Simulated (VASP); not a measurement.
Wanted: the native input for a VASP 6.6.1 run.

| Item | Value |
| --- | --- |
| Task | single point |
| Functional | PBE |
| Potentials or basis | VASP PAW PBE potentials, release 64 (V_sv, Y_sv) |
| Cutoff | 520 eV |
| k mesh | 12 × 12 × 12 |
| Occupations | gaussian, width 0.1 eV |
| Spin | collinear spin, ferromagnetic start |
| Starting moments | [2.0, 0.0] μB |
| Dipole correction | no |
| Further INCAR settings | ALGO = Normal; EDIFF = 1e-06; NBANDS = 23 |

The structure of YV lies in POSCAR:

```
YV
1.0
    3.6142622652      0.0000000000      0.0000000000
    0.0000000000      3.6142622652      0.0000000000
    0.0000000000      0.0000000000      3.6142622652
V Y
1 1
Direct
    0.0000000000      0.0000000000      0.0000000000
    0.5000000000      0.5000000000      0.5000000000
```

These files were run (other wordings do the same):

INCAR

```
SYSTEM = YV
ALGO = Normal
EDIFF = 1E-6
ENCUT = 520
GGA = PE
ISIF = 2
ISMEAR = 0
ISPIN = 2
LASPH = .TRUE.
LCHARG = .TRUE.
LELF = .TRUE.
LMAXMIX = 4
LORBIT = 11
LREAL = .FALSE.
LVHAR = .TRUE.
LWAVE = .FALSE.
MAGMOM = 2 0
NBANDS = 23
NELM = 150
PREC = Accurate
SIGMA = 0.1
```

KPOINTS

```
k-points
0
G
  12 12 12
  0 0 0
```

Potentials or basis: VASP PAW PBE potentials, release 64 (V_sv, Y_sv).

The run is started by

```sh
$ cat potpaw_PBE.64/V_sv/POTCAR potpaw_PBE.64/Y_sv/POTCAR > POTCAR
$ mpirun -np 1 vasp_std > vasp.out
```

Results of the run:

* Pressure: 0.0 GPa
* Net moment: 3.48 μB per cell
* Site moments: V +2.44; Y +0.36 μB
* Valence electrons inside the program's atomic spheres: V 11.38; Y 9.63

Wall time 3.8 min on 1 thread of Intel Xeon 8259CL (shared host), peak memory 0.3 GiB.
